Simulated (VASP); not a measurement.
A run of VASP 6.6.1 is set up as follows.

File INCAR:

```
SYSTEM = Pd
PREC = Accurate
ENCUT = 520
EDIFF = 1E-6
ISMEAR = 0
SIGMA = 0.1
LREAL = .False.
LASPH = .True.
NELM = 80
ALGO = Normal
ISIF = 2
LWAVE = .False.
LCHARG = .False.
LDIPOL = .True.
IDIPOL = 3
DIPOL = 0.5 0.5 0.500
NBANDS = 39
```

KPOINTS

```
Automatic mesh
0
Gamma
  11 8 1
  0 0 0
```

Contents of POSCAR:

```
Pd
1.0
    2.7145474431      0.0000000000      0.0000000000
    0.0000000000      3.8389498098      0.0000000000
    0.0000000000      0.0000000000     23.7863686078
Pd
6
Direct
    0.5000000000      0.5000000000      0.3573475271
    0.0000000000      0.0000000000      0.4144085162
    0.5000000000      0.5000000000      0.4714695054
    0.0000000000      0.0000000000      0.5282691899
    0.5000000000      0.5000000000      0.5877372639
    0.0000000000      0.0000000000      0.6392536001
```

Potentials or basis: VASP PAW LDA potentials, release 64 (Pd).

Launch:

```sh
$ cat potpaw_LDA.64/Pd/POTCAR > POTCAR
$ mpirun -np 1 vasp_std > vasp.out
```

**Question.** Predict the largest force.

**Answer.** 0.577 eV/Å.

**Question.** Estimate the band gap on the k mesh.

**Answer.** Zero (bands 30 and 31 overlap by 0.40 eV).

Forces in eV/Å, atoms in the order of the input:
```
Pd   0.000  0.000  0.577
Pd   0.000  0.000 -0.574
Pd   0.000  0.000 -0.010
Pd   0.000  0.000  0.010
Pd   0.000  0.000 -0.011
Pd   0.000  0.000  0.008
```
